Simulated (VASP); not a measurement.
# CdGePt2Se4 (I-42m) in VASP: single point with r2SCAN

Aim: the single point of CdGePt2Se4 with r2SCAN.

Program: VASP 6.6.1. These are calculated values, not measurements. Logs are shortened: lines on timing, memory, paths and dates and some standing lists are left out, and cuts for length are marked.

## (1) The cell of the first run

The structure is tetragonal, space group I-42m (No. 121). The conventional cell has a = 5.766 Å, b = 5.766 Å, c = 11.087 Å, α = 90.00°, β = 90.00°, γ = 90.00°. Within 3.2 Å of Ge (site symmetry -42m) lie 4 Se at 2.42 Å. Within 3.2 Å of Pt (site symmetry -4) lie 4 Se at 2.42 Å. Se (site symmetry m) has 1 Ge at 2.42 Å and 2 Pt at 2.42 Å and 1 Cd at 2.62 Å within 3.2 Å. Within 3.5 Å of Cd (site symmetry -42m) lie 4 Se at 2.62 Å.

## (2) Single point, r2SCAN

The input, POSCAR:

```
CdGePt2Se4
1.0
    0.0000000000      5.7658680000      0.0000000000
    5.7658680000      0.0000000000      0.0000000000
    2.8829340000      2.8829340000     -5.5436370000
Ge Pt Se Cd
1 2 4 1
Direct
    0.5000000000      0.5000000000      0.0000000000
    0.2500000000      0.7500000000      0.5000000000
    0.7500000000      0.2500000000      0.5000000000
    0.3980273208      0.3980273208      0.7343810846
    0.6019726792      0.1324084053      0.2656189154
    0.8675915947      0.8675915947      0.7343810846
    0.1324084053      0.6019726792      0.2656189154
    0.0000000000      0.0000000000      0.0000000000
```

The input, INCAR.step1:

```
SYSTEM = CdGePt2Se4
PREC = Accurate
ENCUT = 520
ISMEAR = -1
SIGMA = 0.05
LREAL = .FALSE.
LASPH = .TRUE.
NELM = 60
NBANDS = 45
GGA = PE
ALGO = Normal
EDIFF = 1E-4
LWAVE = .TRUE.
LCHARG = .FALSE.
```

The input, INCAR.step2:

```
SYSTEM = CdGePt2Se4
PREC = Accurate
ENCUT = 520
EDIFF = 1E-7
ISMEAR = -1
SIGMA = 0.05
LREAL = .FALSE.
LASPH = .TRUE.
NELM = 60
ALGO = Normal
ISIF = 2
LWAVE = .FALSE.
LCHARG = .FALSE.
METAGGA = R2SCAN
LMIXTAU = .TRUE.
NBANDS = 45
ISTART = 1
```

The input, KPOINTS:

```
regular mesh
0
G
  5 5 5
  0 0 0
```

Potentials or basis: VASP PAW PBE potentials, release 64 (Ge_d, Pt, Se, Cd).

The run is started by

```bash
$ cat potpaw_PBE.64/Ge_d/POTCAR potpaw_PBE.64/Pt/POTCAR potpaw_PBE.64/Se/POTCAR potpaw_PBE.64/Cd/POTCAR > POTCAR
$ cp INCAR.step1 INCAR
$ mpirun -np 1 vasp_std > vasp.out
$ cp INCAR.step2 INCAR
$ mpirun -np 1 vasp_std > vasp.out
```

OUTCAR:

```text
SYSTEM = CdGePt2Se4
   PREC = Accurate
   ENCUT = 520
   EDIFF = 1E-7
   ISMEAR = -1
   LREAL = .FALSE.
   LASPH = .TRUE.
   NELM = 60
   ISIF = 2
   METAGGA = R2SCAN
   ISTART = 1

 ion  position               nearest neighbor table
   1  0.500  0.500  0.000-   4 2.42   5 2.42   7 2.42   6 2.42
   2  0.250  0.750  0.500-   5 2.42   6 2.42   4 2.42   7 2.42
   3  0.750  0.250  0.500-   7 2.42   6 2.42   4 2.42   5 2.42
   4  0.398  0.398  0.734-   1 2.42   2 2.42   3 2.42   8 2.62
   5  0.602  0.132  0.266-   1 2.42   2 2.42   3 2.42   8 2.62
   6  0.868  0.868  0.734-   1 2.42   2 2.42   3 2.42   8 2.62
   7  0.132  0.602  0.266-   1 2.42   3 2.42   2 2.42   8 2.62
   8  0.000  0.000  0.000-   6 2.62   5 2.62   7 2.62   4 2.62

  LATTYP: Found a body centered tetragonal cell.
 ALAT       =     5.7658680000
 C/A-ratio  =     1.9229149887

  Lattice vectors:

 A1 = (  -2.8829340000,   2.8829340000,   5.5436370000)
 A2 = (   2.8829340000,  -2.8829340000,   5.5436370000)
 A3 = (   2.8829340000,   2.8829340000,  -5.5436370000)

Analysis of symmetry for initial positions (statically):
=====================================================================
 Subroutine PRICEL returns:
 Original cell was already a primitive cell.

 Routine SETGRP: Setting up the symmetry group for a
 body centered tetragonal supercell.

 Subroutine GETGRP returns: Found  8 space group operations
 (whereof  8 operations were pure point group operations)
 out of a pool of 16 trial point group operations.

The static configuration has the point symmetry D_2d.

Analysis of symmetry for dynamics (positions and initial velocities):
=====================================================================
 Subroutine PRICEL returns:
 Original cell was already a primitive cell.

 Routine SETGRP: Setting up the symmetry group for a
 body centered tetragonal supercell.

 Subroutine GETGRP returns: Found  8 space group operations
 (whereof  8 operations were pure point group operations)
 out of a pool of 16 trial point group operations.

The dynamic configuration has the point symmetry D_2d.

 Subroutine INISYM returns: Found  8 space group operations
 (whereof  8 operations are pure point group operations),
 and found     1 'primitive' translations

----------------------------------------------------------------------------------------

                                     Primitive cell

  volume of cell :     184.2995

  direct lattice vectors                    reciprocal lattice vectors
     0.000000000  5.765868000  0.000000000     0.000000000  0.173434425  0.090193496
     5.765868000  0.000000000  0.000000000     0.173434425  0.000000000  0.090193496
     2.882934000  2.882934000 -5.543637000     0.000000000  0.000000000 -0.180386991

  length of vectors
     5.765868000  5.765868000  6.881462641     0.195484952  0.195484952  0.180386991

  position of ions in fractional coordinates (direct lattice)
     0.500000000  0.500000000  0.000000000
     0.250000000  0.750000000  0.500000000
     0.750000000  0.250000000  0.500000000
     0.398027321  0.398027321  0.734381085
     0.601972679  0.132408405  0.265618915
     0.867591595  0.867591595  0.734381085
     0.132408405  0.601972679  0.265618915
     0.000000000  0.000000000  0.000000000

  ion indices of the primitive-cell ions
   primitive index   ion index
                 1           1
                 2           2
                 3           3
                 4           4
                 5           5
                 6           6
                 7           7
                 8           8

----------------------------------------------------------------------------------------

 KPOINTS: regular mesh

Automatic generation of k-mesh.
 Grid dimensions read from file:
 generate k-points for:    5    5    5

 Generating k-lattice:

  Cartesian coordinates                     Fractional coordinates (reciprocal lattice)
     0.000000000  0.034686885  0.018038699     0.200000000  0.000000000  0.000000000
     0.034686885  0.000000000  0.018038699     0.000000000  0.200000000  0.000000000
     0.000000000  0.000000000 -0.036077398     0.000000000  0.000000000  0.200000000

  Length of vectors
     0.039096990  0.039096990  0.036077398

  Shift w.r.t. Gamma in fractional coordinates (k-lattice)
     0.000000000  0.000000000  0.000000000

 Subroutine IBZKPT returns following result:
 ===========================================

 Found     18 irreducible k-points:

 Following reciprocal coordinates:
            Coordinates               Weight
  0.000000  0.000000  0.000000      1.000000
  0.200000  0.000000  0.000000      8.000000
  0.400000  0.000000  0.000000      8.000000
  0.200000  0.200000  0.000000      8.000000
  0.400000  0.200000  0.000000     16.000000
 -0.400000  0.200000 -0.000000     16.000000
[... 10 lines left out ...]
  0.000000  0.000000  0.400000      2.000000
 -0.200000  0.000000  0.400000      4.000000
   k-points           NKPTS =     18   k-points in BZ     NKDIM =     18   number of bands    NBANDS=     45
   number of dos      NEDOS =    301   number of ions     NIONS =      8
   total plane-waves  NPLWV = 124416
   dimension x,y,z NGX =    48 NGY =   48 NGZ =   54
   dimension x,y,z NGXF=    96 NGYF=   96 NGZF=  108
   ions per type =               1   2   4   1
   NGX,Y,Z   is equivalent  to a cutoff of  13.84, 13.84, 13.05 a.u.
   NGXF,Y,Z  is equivalent  to a cutoff of  27.68, 27.68, 26.09 a.u.
 SYSTEM =  CdGePt2Se4
   PREC   = accura    normal or accurate (medium, high low for compatibility)
   ISTART =      1    job   : 0-new  1-cont  2-samecut
   ICHARG =      0    charge: 1-file 2-atom 10-const
   ISPIN  =      1    spin polarized calculation?
   LNONCOLLINEAR =      F non collinear calculations
   LSORBIT =      F    spin-orbit coupling
   LASPH  =      T    aspherical Exc in radial PAW
   ENCUT  =  520.0 eV  38.22 Ry    6.18 a.u.  10.72 10.72 12.79*2*pi/ulx,y,z
   NELM   =     60;   NELMIN=  2; NELMDL=  0     # of ELM steps
   EDIFF  = 0.1E-06   stopping-criterion for ELM
   LREAL  =      F    real-space projection
   EDIFFG = 0.1E-05   stopping-criterion for IOM
   NSW    =      0    number of steps for IOM
   IBRION =     -1    ionic relax: 0-MD 1-quasi-New 2-CG
   NFREE  =      0    steps in history (QN), initial steepest desc. (CG)
   ISIF   =      2    stress and relaxation
   ISYM   =      2    0-nonsym 1-usesym 2-fastsym
   POTIM  = 0.5000    time-step for ionic-motion
   TEBEG  =    0.0;   TEEND  =   0.0 temperature during run
   PSTRESS=    0.0 pullay stress
   NELECT =      70.0000    total number of electrons
   NUPDOWN=      -1.0000    fix difference up-down
   EMIN   =  10.00;   EMAX   =-10.00  energy-range for DOS
   EFERMI =   0.00;   METHOD = LEGACY
   ISMEAR =    -1;   SIGMA  =   0.05  broadening in eV -4-tet -1-fermi 0-gaus
   EFERMI_NEDOS =   21; number of points for ismear=-14 and -15
   IALGO  =     38    algorithm
   IMIX   =      4    mixing-type and parameters
     AMIX     =   0.40;   BMIX     =  1.00
     AMIX_MAG =   1.60;   BMIX_MAG =  1.00
  volume/ion in A,a.u.               =      23.04       155.46
  Fermi-wavevector in a.u.,A,eV,Ry     =   1.185585  2.240431 19.124517  1.405612
  Thomas-Fermi vector in A             =   2.321776
   LORBIT       =      0    0 simple, 1 ext, 2 COOP (PROOUT), +10 PAW based schemes
   METAGGA = R2SCAN    functional components
   LHFCALC =     F    Hartree Fock is set to
   AEXX    =    0.0000 exact exchange contribution
   IVDW    =     0    specifies the selected vdW correction
   LEPSILON=     F    determine dielectric tensor
   LRPA    =     F    only Hartree local field effects (RPA)
 non-spin polarized calculation
  energy-cutoff  :      520.00
  volume of cell :      184.30
 maximum number of plane-waves:      4986
 NGX is ok and might be reduce to    48
   NGX = 21   NGY = 21   NGZ = 25

 number of electron      70.0000000 magnetization

 Free energy of the ion-electron system (eV)
  ---------------------------------------------------
  ext. energy  EPLUGINS =         0.00000000
  ---------------------------------------------------
  free energy    TOTEN  =      -195.18079018 eV

  energy without entropy =     -195.14067443  energy(sigma->0) =     -195.16073231

 E-fermi :   4.6655     XC(G=0): -10.5811

 val. band max:        4.6521126165   @ k =   0.4000   0.4000   0.2000
 cond. band min:       4.6682544611   @ k =   0.4000   0.2000   0.0000
 fundamental gap:      0.0161418446
 Fermi energy:         4.6654534198

 k-point     1 :       0.0000    0.0000    0.0000
  band No.  band energies     occupation
      1     -21.6397      2.00000
      2     -21.6396      2.00000
      3     -21.6237      2.00000
      4     -21.6049      2.00000
      5     -21.5918      2.00000
      6     -11.3402      2.00000
[... 37 lines left out ...]
     44       9.8071      0.00000
     45       9.8159      0.00000

 k-point     2 :       0.2000    0.0000    0.0000
  band No.  band energies     occupation
      1     -21.6397      2.00000
      2     -21.6396      2.00000
      3     -21.6238      2.00000
      4     -21.6049      2.00000
      5     -21.5918      2.00000
      6     -11.2326      2.00000
[... 37 lines left out ...]
     44       9.9375      0.00000
     45      10.2774      0.00000

 k-point     3 :       0.4000    0.0000    0.0000
  band No.  band energies     occupation
      1     -21.6397      2.00000
      2     -21.6397      2.00000
      3     -21.6238      2.00000
      4     -21.6049      2.00000
      5     -21.5918      2.00000
      6     -10.9865      2.00000
[... 709 lines left out ...]
     44       9.4116      0.00000
     45      10.5095      0.00000

 k-point    18 :      -0.2000    0.0000    0.4000
  band No.  band energies     occupation
      1     -21.6397      2.00000
      2     -21.6396      2.00000
      3     -21.6238      2.00000
      4     -21.6049      2.00000
      5     -21.5918      2.00000
      6     -10.8405      2.00000
[... 37 lines left out ...]
     44       9.5349      0.00000
     45      10.3034      0.00000

------------------------ aborting loop because EDIFF is reached ----------------------------------------

  FORCE on cell =-STRESS in cart. coord.  units (eV):
  Direction    XX          YY          ZZ          XY          YZ          ZX
  --------------------------------------------------------------------------------------
  -------------------------------------------------------------------------------------
  Total        5.9722678      5.9722678      7.4675619      0.0000000      0.0000000      0.0000000
  in kB       51.9189239     51.9189239     64.9180156      0.0000000      0.0000000      0.0000000
  external PRESSURE =      56.2519544 kB  Pullay stress =       0.0000000 kB

 VOLUME and BASIS-vectors are now :
 -----------------------------------------------------------------------------
  energy-cutoff  :      520.00
  volume of cell :      184.30
      direct lattice vectors                 reciprocal lattice vectors
     0.000000000  5.765868000  0.000000000     0.000000000  0.173434425  0.090193496
     5.765868000  0.000000000  0.000000000     0.173434425  0.000000000  0.090193496
     2.882934000  2.882934000 -5.543637000     0.000000000  0.000000000 -0.180386991

 POSITION                                       TOTAL-FORCE (eV/Angst)
 -----------------------------------------------------------------------------------
      2.88293      2.88293      0.00000         0.000000     -0.000000     -0.000000
      5.76587      2.88293     -2.77182         0.000000     -0.000000     -0.000000
      2.88293      5.76587     -2.77182         0.000000     -0.000000     -0.000000
      4.41215      4.41215     -4.07114         0.004240      0.004240      0.037988
      1.52921      4.23666     -1.47249         0.004240     -0.004240     -0.037988
      7.11959      7.11959     -4.07114        -0.004240     -0.004240      0.037988
      4.23666      1.52921     -1.47249        -0.004240      0.004240     -0.037988
      0.00000      0.00000      0.00000         0.000000     -0.000000     -0.000000
 -----------------------------------------------------------------------------------
    total drift:                               -0.000050     -0.000050      0.000082

  FREE ENERGIE OF THE ION-ELECTRON SYSTEM (eV)
  ---------------------------------------------------
  free  energy   TOTEN  =      -195.1807901833 eV

  energy  without entropy=     -195.1406744348  energy(sigma->0) =     -195.16073231
```

Wall time 28 min (1 thread of Oxide Virtual Turin-like, shared host); peak memory 0.45 GiB.

What came out:

* Free energy: -195.1808 eV
* Pressure: 5.6 GPa
* Largest force: 0.038 eV/Å
* Band gap on the k mesh: zero (band 35 reaches 5.18 eV, above the bottom of band 36 at 4.38 eV)

Forces on the atoms (eV/Å):
```
Ge   0.000  0.000  0.000
Pt   0.000  0.000  0.000
Pt   0.000  0.000  0.000
Se   0.004  0.004  0.038
Se   0.004 -0.004 -0.038
Se  -0.004 -0.004  0.038
Se  -0.004  0.004 -0.038
Cd   0.000  0.000  0.000
```

Stress tensor (GPa, compression positive):
```
5.19 0.00 0.00
0.00 5.19 0.00
0.00 0.00 6.49
```

Levels at points of the mesh, in eV from the Fermi level:
```tsv
k point	band 33	band 34	band 35	band 36	band 37	band 38
(0.00, 0.00, 0.00)	-1.85	-0.49	0.41	0.95	0.95	2.52
```

Caveat: the PAW data sets were made with another functional, which shifts forces and pressure a little; spin-orbit coupling is left out, which moves the levels of the heavy elements.
